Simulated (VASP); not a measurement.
HfO2:

```xyz
3
Lattice="0.0000 2.5912 2.5912 2.5912 0.0000 2.5912 2.5912 2.5912 0.0000" Properties=species:S:1:pos:R:3 pbc="T T T"
Hf    0.0000    0.0000    0.0000
O     3.8867    3.8867    3.8867
O     1.2956    1.2956    1.2956
```

Base run:

```yaml
Program: VASP 6.6.1
Functional: r2SCAN
Potentials_or_basis: VASP PAW PBE potentials, release 64 (Hf_pv, O)
Cutoff: 520 eV
k_mesh: 9 × 9 × 9
Occupations: fermi-dirac, width 0.05 eV
Spin: no spin polarisation
```

Its results: band gap on the k mesh 4.20 eV, indirect (least direct gap 4.30 eV); pressure -20.2 GPa.

After a change of settings the same cell gave: band gap on the k mesh 3.72 eV, indirect (least direct gap 3.83 eV); pressure -14.1 GPa. Which change was it?
A. functional from r2SCAN to PBEsol
B. functional from r2SCAN to LDA; potentials or basis from VASP PAW PBE potentials, release 64 (Hf_pv, O) to VASP PAW LDA potentials, release 64 (Hf_pv, O)
C. functional from r2SCAN to PBE
D. functional from r2SCAN to RPBE

C.

r2SCAN gives the wider gap, since meta-GGAs in the generalised Kohn-Sham scheme recover part of the derivative discontinuity.

Caveats: spin-orbit coupling is left out, which moves the levels of the heavy elements; the PAW data sets were made with another functional, which shifts forces and pressure a little (some runs).
